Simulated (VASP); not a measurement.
# EuSb (F-43m) in VASP: single point with LDA+U

Aim: the single point of EuSb with LDA+U.

All numbers are computed with VASP 6.6.1; they aren't measurements. Logs are shortened: lines on timing, memory, paths and dates and some standing lists are left out, and cuts for length are marked.

## Step 1: The cell of the first run

The structure is cubic, space group F-43m (No. 216). The conventional cell has a = 7.122 Å, b = 7.122 Å, c = 7.122 Å, α = 90.00°, β = 90.00°, γ = 90.00°. Eu (site symmetry -43m) has 4 Sb at 3.08 Å within 4.1 Å. Sb (site symmetry -43m) has 4 Eu at 3.08 Å within 4.1 Å.

## Step 2: Single point, LDA+U, collinear spin, ferromagnetic start

Contents of INCAR:

```
PREC     = Accurate       # precision mode
ENCUT    = 600            # plane-wave cutoff, eV
EDIFF    = 1E-6           # SCF threshold, eV
ISMEAR   = 0              # smearing method
SIGMA    = 0.05           # smearing width, eV
LREAL    = False          # projectors in reciprocal space
LASPH    = True           # aspherical terms in the spheres
NELM     = 200            # most SCF steps
ALGO     = Normal         # electronic algorithm
ISIF     = 2              # what is computed and relaxed
LWAVE    = False          # write WAVECAR
LCHARG   = False          # write CHGCAR
ISPIN    = 2              # spin polarisation
MAGMOM   = 6 0            # initial moments
LORBIT   = 11             # projections on sites
LMAXMIX  = 6              # l up to which the mixer works
LDAU     = True           # DFT+U
LDAUTYPE = 2            
LDAUL    = 3 -1           # shell
LDAUU    = 4 0            # U, eV
LDAUJ    = 0 0          
LDAUPRINT= 1            
GGA      = CA             # functional
NBANDS   = 22             # bands
ISYM     = 0            
GGA_COMPAT= False        
KPAR     = 4
```

Contents of KPOINTS:

```
regular mesh
0
Gamma
  8 8 8
```

Contents of POSCAR:

```
EuSb
1.0
    0.0000000000      3.5609590332      3.5609590332
    3.5609590332      0.0000000000      3.5609590332
    3.5609590332      3.5609590332      0.0000000000
Eu Sb
1 1
Direct
    0.0000000000      0.0000000000      0.0000000000
    0.2500000000      0.2500000000      0.2500000000
```

Potentials or basis: VASP PAW PBE potentials, release 64 (Eu, Sb).

The run is started by

```
$ cat potpaw_PBE.64/Eu/POTCAR potpaw_PBE.64/Sb/POTCAR > POTCAR
$ mpirun -np 4 vasp_std > vasp.out
```

OUTCAR:

```text
PREC = Accurate
   ENCUT = 600
   EDIFF = 1E-6
   ISMEAR = 0
   LREAL = False
   LASPH = True
   NELM = 200
   ISIF = 2
   ISPIN = 2
   LORBIT = 11
   GGA = CA
   ISYM = 0

 ion  position               nearest neighbor table
   1  0.000  0.000  0.000-   2 3.08   2 3.08   2 3.08   2 3.08
   2  0.250  0.250  0.250-   1 3.08   1 3.08   1 3.08   1 3.08

IMPORTANT INFORMATION: All symmetrisations will be switched off!
NOSYMM: (Re-)initialisation of all symmetry stuff for point group C_1.

----------------------------------------------------------------------------------------

                                     Primitive cell

  volume of cell :      90.3090

  direct lattice vectors                    reciprocal lattice vectors
     0.000000000  3.560959033  3.560959033    -0.140411613  0.140411613  0.140411613
     3.560959033  0.000000000  3.560959033     0.140411613 -0.140411613  0.140411613
     3.560959033  3.560959033  0.000000000     0.140411613  0.140411613 -0.140411613

  length of vectors
     5.035956560  5.035956560  5.035956560     0.243200047  0.243200047  0.243200047

  position of ions in fractional coordinates (direct lattice)
     0.000000000  0.000000000  0.000000000
     0.250000000  0.250000000  0.250000000

  ion indices of the primitive-cell ions
   primitive index   ion index
                 1           1
                 2           2

----------------------------------------------------------------------------------------

 KPOINTS: regular mesh

Automatic generation of k-mesh.
 Grid dimensions read from file:
 generate k-points for:    8    8    8

 Generating k-lattice:

  Cartesian coordinates                     Fractional coordinates (reciprocal lattice)
    -0.017551452  0.017551452  0.017551452     0.125000000  0.000000000  0.000000000
     0.017551452 -0.017551452  0.017551452     0.000000000  0.125000000  0.000000000
     0.017551452  0.017551452 -0.017551452     0.000000000  0.000000000  0.125000000

  Length of vectors
     0.030400006  0.030400006  0.030400006

  Shift w.r.t. Gamma in fractional coordinates (k-lattice)
     0.000000000  0.000000000  0.000000000

 Subroutine IBZKPT returns following result:
 ===========================================

 Found    260 irreducible k-points:

 Following reciprocal coordinates:
            Coordinates               Weight
  0.000000  0.000000  0.000000      1.000000
  0.125000  0.000000  0.000000      2.000000
  0.000000  0.125000  0.000000      2.000000
  0.000000  0.000000  0.125000      2.000000
  0.125000  0.125000  0.125000      2.000000
  0.250000  0.000000  0.000000      2.000000
[... 16 lines left out ...]
  0.125000  0.000000  0.250000      2.000000
  0.125000  0.125000 -0.125000      2.000000
 [... further k-points ...]
   k-points           NKPTS =    260   k-points in BZ     NKDIM =    260   number of bands    NBANDS=     22
[... 42 lines left out ...]
 LDA+U is selected, type is set to LDAUTYPE =  2
   angular momentum for each species LDAUL =     3   -1
   U (eV)           for each species LDAUU =   4.0  0.0
   J (eV)           for each species LDAUJ =   0.0  0.0
   GGA     = CA    functional components
   LHFCALC =     F    Hartree Fock is set to
   AEXX    =    0.0000 exact exchange contribution
   IVDW    =     0    specifies the selected vdW correction
   LEPSILON=     F    determine dielectric tensor
   LRPA    =     F    only Hartree local field effects (RPA)
 spin polarized calculation
 Gauss-broadening in eV      SIGMA  =   0.05
  energy-cutoff  :      600.00
  volume of cell :       90.31
 maximum number of plane-waves:      3042
   NGX = 21   NGY = 21   NGZ = 21

atom =   1  type =  1  l = 3

 onsite density matrix

spin component  1

  0.9552  0.0000  0.0136 -0.0000 -0.0000  0.0000 -0.0000
  0.0000  0.9738 -0.0000 -0.0000  0.0000  0.0000  0.0000
  0.0136 -0.0000  0.9482  0.0000  0.0000 -0.0000  0.0000
 -0.0000 -0.0000  0.0000  0.9657  0.0000  0.0000  0.0000
 -0.0000  0.0000  0.0000  0.0000  0.9482  0.0000 -0.0136
  0.0000  0.0000 -0.0000  0.0000  0.0000  0.9377  0.0000
 -0.0000  0.0000  0.0000  0.0000 -0.0136  0.0000  0.9552

spin component  2

  0.0011  0.0000  0.0000  0.0000  0.0000  0.0000  0.0000
  0.0000  0.0022  0.0000 -0.0000  0.0000  0.0000 -0.0000
  0.0000  0.0000  0.0011 -0.0000  0.0000 -0.0000  0.0000
  0.0000 -0.0000 -0.0000  0.0011  0.0000 -0.0000  0.0000
  0.0000  0.0000  0.0000  0.0000  0.0011  0.0000 -0.0000
  0.0000  0.0000 -0.0000 -0.0000  0.0000  0.0011  0.0000
  0.0000 -0.0000  0.0000  0.0000 -0.0000  0.0000  0.0011

 occupancies and eigenvectors

  o =  0.0011  v =  0.0000  0.0000  0.0000  0.0000  0.0000  0.0000  0.0000 -0.1066 -0.0000  0.1376  0.0011 -0.4387  0.8129 -0.3412      0.0000  0.0000  0.0000  0.0000  0.0000  0.0000  0.0000  0.0000  0.0000  0.0000  0.0000  0.0000  0.0000  0.0000
  o =  0.0011  v =  0.0000  0.0000  0.0000  0.0000  0.0000  0.0000  0.0000  0.5815  0.0000 -0.7500 -0.0007 -0.2486 -0.0122 -0.1935      0.0000  0.0000  0.0000  0.0000  0.0000  0.0000  0.0000  0.0000  0.0000  0.0000  0.0000  0.0000  0.0000  0.0000
  o =  0.0011  v =  0.0000  0.0000  0.0000  0.0000  0.0000  0.0000  0.0000  0.1604 -0.0000 -0.2083  0.0004  0.6076  0.5822  0.4719      0.0000  0.0000  0.0000  0.0000  0.0000  0.0000  0.0000  0.0000  0.0000  0.0000  0.0000  0.0000  0.0000  0.0000
  o =  0.0011  v =  0.0000  0.0000  0.0000  0.0000  0.0000  0.0000  0.0000  0.4405 -0.0000  0.3406  0.8268  0.0496 -0.0008 -0.0631      0.0000  0.0000  0.0000  0.0000  0.0000  0.0000  0.0000  0.0000  0.0000  0.0000  0.0000  0.0000  0.0000  0.0000
  o =  0.0011  v =  0.0000  0.0000  0.0000  0.0000  0.0000  0.0000  0.0000 -0.6267  0.0001 -0.4862  0.5579 -0.1502 -0.0009  0.1925      0.0000  0.0000  0.0000  0.0000  0.0000  0.0000  0.0000  0.0000  0.0000  0.0000  0.0000  0.0000  0.0000  0.0000
  o =  0.0011  v =  0.0000  0.0000  0.0000  0.0000  0.0000  0.0000  0.0000 -0.1950 -0.0000 -0.1509  0.0723  0.5929 -0.0005 -0.7632      0.0000  0.0000  0.0000  0.0000  0.0000  0.0000  0.0000  0.0000  0.0000  0.0000  0.0000  0.0000  0.0000  0.0000
  o =  0.0022  v =  0.0000  0.0000  0.0000  0.0000  0.0000  0.0000  0.0000 -0.0000 -1.0000 -0.0001  0.0000 -0.0000 -0.0000  0.0000      0.0000  0.0000  0.0000  0.0000  0.0000  0.0000  0.0000  0.0000  0.0000  0.0000  0.0000  0.0000  0.0000  0.0000
  o =  0.9377  v =  0.4321 -0.0000 -0.5579 -0.0000  0.3859 -0.5135  0.2989  0.0000  0.0000  0.0000  0.0000  0.0000  0.0000  0.0000      0.0000  0.0000  0.0000  0.0000  0.0000  0.0000  0.0000  0.0000  0.0000  0.0000  0.0000  0.0000  0.0000  0.0000
  o =  0.9377  v =  0.4336 -0.0000 -0.5598  0.0000 -0.4045  0.4867 -0.3133  0.0000  0.0000  0.0000  0.0000  0.0000  0.0000  0.0000      0.0000  0.0000  0.0000  0.0000  0.0000  0.0000  0.0000  0.0000  0.0000  0.0000  0.0000  0.0000  0.0000  0.0000
  o =  0.9377  v = -0.0154  0.0000  0.0199  0.0000 -0.5590 -0.7067 -0.4330  0.0000  0.0000  0.0000  0.0000  0.0000  0.0000  0.0000      0.0000  0.0000  0.0000  0.0000  0.0000  0.0000  0.0000  0.0000  0.0000  0.0000  0.0000  0.0000  0.0000  0.0000
  o =  0.9657  v = -0.0466  0.0000 -0.0361  0.9578 -0.1723  0.0000  0.2224  0.0000  0.0000  0.0000  0.0000  0.0000  0.0000  0.0000      0.0000  0.0000  0.0000  0.0000  0.0000  0.0000  0.0000  0.0000  0.0000  0.0000  0.0000  0.0000  0.0000  0.0000
  o =  0.9657  v =  0.7748 -0.0000  0.6001  0.0018 -0.1219  0.0000  0.1574  0.0000  0.0000  0.0000  0.0000  0.0000  0.0000  0.0000      0.0000  0.0000  0.0000  0.0000  0.0000  0.0000  0.0000  0.0000  0.0000  0.0000  0.0000  0.0000  0.0000  0.0000
  o =  0.9657  v = -0.1503 -0.0000 -0.1164 -0.2874 -0.5749  0.0000  0.7421  0.0000  0.0000  0.0000  0.0000  0.0000  0.0000  0.0000      0.0000  0.0000  0.0000  0.0000  0.0000  0.0000  0.0000  0.0000  0.0000  0.0000  0.0000  0.0000  0.0000  0.0000
  o =  0.9738  v =  0.0000  1.0000 -0.0000 -0.0000 -0.0000  0.0000  0.0000  0.0000  0.0000  0.0000  0.0000  0.0000  0.0000  0.0000      0.0000  0.0000  0.0000  0.0000  0.0000  0.0000  0.0000  0.0000  0.0000  0.0000  0.0000  0.0000  0.0000  0.0000

 number of electron      22.0000005 magnetization       6.4524608

 Free energy of the ion-electron system (eV)
  ---------------------------------------------------
  ext. energy  EPLUGINS =         0.00000000
  ---------------------------------------------------
  free energy    TOTEN  =       -15.96357798 eV

  energy without entropy =      -15.95525461  energy(sigma->0) =      -15.95941630

 E-fermi :   1.0437     XC(G=0):  -8.1629

 val. band max:        1.0419255841   @ k =   0.5000   0.0000   0.1250
 cond. band min:       1.0444913843   @ k =  -0.3750   0.5000  -0.3750
 fundamental gap:      0.0025658002
 Fermi energy:         1.0436541358

 spin component 1

 k-point     1 :       0.0000    0.0000    0.0000
  band No.  band energies     occupation
      1     -38.8549      1.00000
      2     -17.8345      1.00000
      3     -17.8345      1.00000
      4     -17.8345      1.00000
      5      -6.9912      1.00000
      6       0.1984      1.00000
[... 1193 lines left out ...]
     21       8.7677      0.00000
     22       9.1702      0.00000

 [... further k-points ...]
[... 5 lines left out ...]
  --------------------------------------------------------------------------------------
  -------------------------------------------------------------------------------------
  Total       -0.0533128     -0.0533151     -0.0533050      0.0000008      0.0000036      0.0000253
  in kB       -0.9458265     -0.9458674     -0.9456877      0.0000148      0.0000643      0.0004484
  external PRESSURE =      -0.9457939 kB  Pullay stress =       0.0000000 kB

 VOLUME and BASIS-vectors are now :
 -----------------------------------------------------------------------------
  energy-cutoff  :      600.00
  volume of cell :       90.31
      direct lattice vectors                 reciprocal lattice vectors
     0.000000000  3.560959033  3.560959033    -0.140411613  0.140411613  0.140411613
     3.560959033  0.000000000  3.560959033     0.140411613 -0.140411613  0.140411613
     3.560959033  3.560959033  0.000000000     0.140411613  0.140411613 -0.140411613

 POSITION                                       TOTAL-FORCE (eV/Angst)
 -----------------------------------------------------------------------------------
      0.00000      0.00000      0.00000         0.000000      0.000004     -0.000001
      1.78048      1.78048      1.78048        -0.000000     -0.000004      0.000001
 -----------------------------------------------------------------------------------
    total drift:                               -0.000000      0.000001      0.000002

  FREE ENERGIE OF THE ION-ELECTRON SYSTEM (eV)
  ---------------------------------------------------
  free  energy   TOTEN  =       -15.9635779824 eV

  energy  without entropy=      -15.9552546117  energy(sigma->0) =      -15.95941630

 total charge

# of ion       s       p       d       f       tot
--------------------------------------------------
    1        2.050   5.683   0.329   6.685  14.746
    2        1.165   1.369   0.004   0.000   2.538
--------------------------------------------------
tot          3.215   7.052   0.333   6.685  17.285

 magnetization (x)

# of ion       s       p       d       f       tot
--------------------------------------------------
    1       -0.004  -0.098   0.022   6.668   6.588
    2       -0.007  -0.155   0.001   0.000  -0.161
--------------------------------------------------
tot         -0.011  -0.253   0.023   6.668   6.427
```

Wall time 4.3 min (4 MPI ranks of Intel Xeon 6975P-C (Granite Rapids), shared host); peak memory 1.1 GiB.

What came out:

| Item | Value |
| --- | --- |
| Free energy | -15.9636 eV |
| Pressure | -0.1 GPa |
| Net moment | 6.45 μB per cell |
| Site moments | Eu +6.59; Sb -0.16 μB |
| Valence electrons inside the program's atomic spheres | Eu 14.75; Sb 2.54 |

Eigenvalues of the final occupation matrices:
| site | spin | trace | eigenvalues |
| --- | --- | --- | --- |
| site 1 f | 1 | 6.68 | 0.94 0.94 0.94 0.97 0.97 0.97 0.97 |
| site 1 f | 2 | 0.01 | 0.00 0.00 0.00 0.00 0.00 0.00 0.00 |

Caveat: the PAW data sets were made with another functional, which shifts forces and pressure a little; spin-orbit coupling is left out, which moves the levels of the heavy elements; a cell with one magnetic atom can't hold antiferromagnetic order, which such compounds often take.
